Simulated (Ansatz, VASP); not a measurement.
# Two plane-wave programs on ZnS

```
Zn S
1.0
     0.00000    2.62351    2.66408
     2.62351    0.00000    2.66408
     2.62351    2.62351    0.00000
Zn S
1 1
Direct
  0.00000 0.00000 0.00000
  0.75000 0.75000 0.75000
```

Change from the starting cell: strain -0.030 along x and y, -0.015 along z, atoms carried along.

Alike in both runs: task single point; functional r2SCAN; k mesh 8 × 8 × 8; occupations gaussian, width 0.05 eV; no spin polarisation.

```csv
,VASP,Ansatz
version,VASP 6.6.1,Ansatz 0.2.0
potentials or method,"VASP PAW PBE potentials, release 64 (Zn, S), cutoff 520 eV","scalar-relativistic, plane waves, PAW"
valence electrons in the cell,18,18
```

Ansatz gave:

* gap on the k mesh at the Fermi level (eV): 2.99
* least direct gap on the mesh (eV): 2.99
* pressure (GPa): 5.9
* traceless stress, the component that is largest in VASP (GPa): -0.43

What did VASP give for the same quantities?

gap on the k mesh at the Fermi level (eV): 3.00; least direct gap on the mesh (eV): 3.00; pressure (GPa): 5.9; traceless stress, the component that is largest in VASP (GPa): -0.45.

VASP's potentials were made for PBE, not for r2SCAN.
